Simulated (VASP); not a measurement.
Write the native input for VASP 6.6.1 that does the following.

```yaml
Task: single point
Functional: r2SCAN
Potentials_or_basis: VASP PAW PBE potentials, release 64 (K_sv, I)
Cutoff: 520 eV
k_mesh: 6 × 6 × 6
Occupations: gaussian, width 0.01 eV
Spin: no spin polarisation
Dipole_correction: no
Further_INCAR_settings: ALGO = Normal; EDIFF = 1e-06; NBANDS = 15
```

The system is KI.

```xyz
2
Lattice="0.0000 3.5443 3.7399 3.5443 0.0000 3.7399 3.5443 3.5443 0.0000" Properties=species:S:1:pos:R:3 pbc="T T T"
K     0.0000    0.0000    0.0000
I     3.5443    3.5443    3.7399
```

This cell differs from its parent crystal: uniaxial z strain +5.5%.

One way to write it, as run:

POSCAR

```
KI
1.0
    0.0000000000      3.5442842980      3.7399287912
    3.5442842980      0.0000000000      3.7399287912
    3.5442842980      3.5442842980      0.0000000000
K I
1 1
Direct
    0.0000000000      0.0000000000      0.0000000000
    0.5000000000      0.5000000000      0.5000000000
```

INCAR.step1

```
PREC = Accurate
ENCUT = 520
ISMEAR = 0
SIGMA = 0.01
LREAL = F
LASPH = T
NELM = 100
NBANDS = 15
GGA = PE
ALGO = Normal
EDIFF = 1E-4
LWAVE = T
LCHARG = F
```

INCAR.step2

```
PREC = Accurate
ENCUT = 520
EDIFF = 1E-6
ISMEAR = 0
SIGMA = 0.01
LREAL = F
LASPH = T
NELM = 100
ALGO = Normal
ISIF = 2
LWAVE = F
LCHARG = F
METAGGA = R2SCAN
LMIXTAU = T
NBANDS = 15
ISTART = 1
```

KPOINTS

```
Automatic mesh
0
Gamma
  6 6 6
```

Potentials or basis: VASP PAW PBE potentials, release 64 (K_sv, I).

Run with:

```console
$ cat potpaw_PBE.64/K_sv/POTCAR potpaw_PBE.64/I/POTCAR > POTCAR
$ cp INCAR.step1 INCAR
$ mpirun -np 1 vasp_std > vasp.out
$ cp INCAR.step2 INCAR
$ mpirun -np 1 vasp_std > vasp.out
```

Results of the run:

The pressure is -0.5 GPa and the band gap on the k mesh is 4.45 eV, direct.

Caveat: the cell differs from its parent crystal (uniaxial z strain +5.5%); the PAW data sets were made with another functional, which shifts forces and pressure a little; spin-orbit coupling is left out, which moves the levels of the heavy elements.

Run time: 2.3 min on 1 thread of Intel(R) Xeon(R) Platinum 8375C CPU @ 2.90GHz (Ice Lake) (shared host), peak memory 0.27 GiB.
